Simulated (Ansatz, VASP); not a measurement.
**Two plane-wave programs on C**

```
C
1.0
     0.00000    1.83690    1.78340
     1.83690    0.00000    1.78340
     1.83690    1.83690    0.00000
C
2
Direct
  0.50000 0.50000 0.50000
  0.75000 0.75000 0.75000
```

Change from the starting cell: equal xx and yy strain of +3 %, PAW files.

Alike in both runs: task electric field gradients; functional LDA; k mesh 20 × 20 × 20; occupations fermi-dirac, width 0.08 eV; no spin polarisation.

|  | VASP | Ansatz |
| --- | --- | --- |
| version | VASP 6.6.1 | Ansatz 0.2.0 |
| potentials or method | VASP PAW LDA potentials, release 64 (C) | PAW with Ansatz's default frozen-core files, scalar-relativistic |
| plane-wave cutoff (eV) | 520 | 420 |
| valence electrons in the cell | 8 | 8 |

```tsv
	VASP	Ansatz	Ansatz less VASP
gap on the k mesh at the Fermi level (eV)	3.24	3.25	+0.008
pressure (GPa)	-34.0	-35.2	-1.16
traceless stress, the component that is largest in VASP (GPa)	16.58	16.60	+0.021
size of Vzz on the site where it differs most (V/Å²)	1.0	1.3	+0.29
```

LDA's correlation is that of Perdew and Zunger in VASP and of Perdew and Wang (1992) in Ansatz. Both programs put the cell under strong tension, so it lies far from rest at this level.

Noted on VASP's run: the cell as given lies far from equilibrium.
